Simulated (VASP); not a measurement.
Input of a VASP 6.6.1 run:

File INCAR:

```
PREC = Accurate
ENCUT = 600
EDIFF = 1E-6
ISMEAR = 1
SIGMA = 0.05
LREAL = F
LASPH = T
NELM = 100
ALGO = Normal
ISIF = 3
LWAVE = F
LCHARG = F
GGA = PE
IBRION = 2
NSW = 80
EDIFFG = -0.03
PSTRESS = 400.0
```

The input KPOINTS:

```
regular mesh
0
Gamma
  12 12 12
```

Contents of POSCAR:

```
W
1.0
    0.0000000000      2.0300000000      2.0300000000
    2.0300000000      0.0000000000      2.0300000000
    2.0300000000      2.0300000000      0.0000000000
W
1
Direct
    0.0000000000      0.0000000000      0.0000000000
```

Potentials or basis: VASP PAW PBE potentials, release 64 (W_sv).

Run with:

```bash
$ cat potpaw_PBE.64/W_sv/POTCAR > POTCAR
$ mpirun -np 1 vasp_std > vasp.out
```

Predict the relaxed cell.

a = 2.751 Å, b = 2.751 Å, c = 2.751 Å, α = 60.00°, β = 60.00°, γ = 60.00°.

Predict the space group after relaxing (to 0.05 Å).

Fm-3m (No. 225).

Predict the band gap on the k mesh.

zero (band 7 reaches 15.81 eV, above the bottom of band 8 at 11.35 eV).

What does it give for the relaxed volume?

14.71 Å³/atom.

The path:
```
step  energy change (eV)  largest force (eV/Å)  pressure (GPa)  volume (Å³)
   1              0.0000                0.0000           -4.54        16.73
   2             13.3594                0.0000          926.13         7.81
   3              0.0869                0.0000           25.84        15.23
   4              0.1377                0.0000           33.42        14.95
   5              0.1887                0.0000           39.64        14.73
   6              0.1983                0.0000           40.72        14.69
   7              0.1697                0.0000           37.40        14.81
   8              0.1920                0.0000           40.01        14.71
```

Caveat: the cell is relaxed towards a set pressure, so the enthalpy falls and the energy may rise; spin-orbit coupling is left out, which moves the levels of the heavy elements.
